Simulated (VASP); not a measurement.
Runs of VASP 6.6.1 on Re. The structure is that of space group I4/mmm (No. 139), or close to it. The cells are those of the table. 

| cell | gap on the mesh (eV) | pressure (GPa) |
| --- | --- | --- |
| a = 2.725, b = 2.725, c = 3.049 Å, angles 56.0, 56.0, 68.0°, 1 atom | none | -9.6 |
| a = 2.756, b = 2.756, c = 3.299 Å, angles 53.2, 53.2, 73.5°, 1 atom | none | -18.1 |
| a = 2.739, b = 2.739, c = 3.064 Å, angles 56.0, 56.0, 68.0°, 1 atom | none | (b) |
| a = 2.764, b = 2.764, c = 3.259 Å, angles 53.9, 53.9, 72.2°, 1 atom | none | (a) |
| a = 2.753, b = 2.753, c = 3.080 Å, angles 56.0, 56.0, 68.0°, 1 atom | none | -18.6 |

Alike in all rows: task single point; level PBE; potentials or basis VASP PAW PBE potentials, release 64 (Re_sv_GW); no spin polarisation; k mesh 10 × 10 × 10; cutoff (eV) 560; smearing gaussian 0.15 eV.

**Question.** Estimate the missing entries.

**Answer.** (a) -22.7; (b) -14.3.

Caveats: the cell stands under tension; spin-orbit coupling is left out, which moves the levels of the heavy elements.

A k mesh can miss the band edges, and the runs leave out spin-orbit coupling on Re.

A gap of «none» marks levels without a gap at the run's occupations.
